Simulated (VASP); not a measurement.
A run of VASP 6.6.1 is set up as follows.

Contents of INCAR:

```
SYSTEM = Rb
PREC     = Accurate       ! precision mode
ENCUT    = 520            ! plane-wave cutoff, eV
EDIFF    = 1E-6           ! SCF threshold, eV
ISMEAR   = 0              ! smearing method
SIGMA    = 0.15           ! smearing width, eV
LREAL    = .False.        ! projectors in reciprocal space
LASPH    = .True.         ! aspherical terms in the spheres
NELM     = 100            ! most SCF steps
ALGO     = Fast           ! electronic algorithm
ISIF     = 2              ! what is computed and relaxed
LWAVE    = .False.        ! write WAVECAR
LCHARG   = .False.        ! write CHGCAR
GGA      = CA             ! functional
NBANDS   = 10             ! bands
```

KPOINTS

```
regular mesh
0
Gamma
  14 14 14
  0 0 0
```

Contents of POSCAR:

```
Rb
1.0
   -2.3355126470      2.3355126470      3.3934998760
    2.3355126470     -2.3355126470      3.3934998760
    2.3355126470      2.3355126470     -3.3934998760
Rb
1
Direct
    0.0000000000      0.0000000000      0.0000000000
```

Potentials or basis: VASP PAW LDA potentials, release 64 (Rb_sv).

Command:

```sh
$ cat potpaw_LDA.64/Rb_sv/POTCAR > POTCAR
$ mpirun -np 1 vasp_std > vasp.out
```

(1) Predict the pressure.

(2) What does it give for the band gap on the k mesh?

Results:

(1) 0.2 GPa.

(2) zero (an odd number of electrons rules out a gap without spin polarisation).
